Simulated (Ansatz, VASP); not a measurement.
# SrCl2: VASP beside Ansatz

```
Sr Cl
1.0
     0.00000    3.41714    3.41714
     3.41714    0.00000    3.41714
     3.41714    3.41714    0.00000
Sr Cl
1 2
Direct
  0.00000 0.00000 0.00000
  0.75000 0.75000 0.75000
  0.25000 0.25000 0.25000
```

Alike in both runs: task single point; functional LDA; k mesh 7 × 7 × 7; occupations fermi-dirac, width 0.05 eV; no spin polarisation.

```csv
,VASP,Ansatz
version,VASP 6.6.1,Ansatz 0.2.0
potentials or method,"VASP PAW LDA potentials, release 64 (Sr_sv, Cl)",Ansatz PAW
plane-wave cutoff (eV),520,420
valence electrons in the cell,24,24
```

Ansatz gave:

- gap on the k mesh at the Fermi level (eV): 5.16
- least direct gap on the mesh (eV): 5.35
- pressure (GPa): -0.6

Task: What did VASP give for the same quantities?

Result: gap on the k mesh at the Fermi level (eV): 5.16; least direct gap on the mesh (eV): 5.34; pressure (GPa): -0.5.

LDA's correlation is that of Perdew and Zunger in VASP and of Perdew and Wang (1992) in Ansatz.

Noted on Ansatz's run: odd divisions of the mesh miss points on the zone boundary, where band edges often lie, so the gap on the mesh can be too wide.
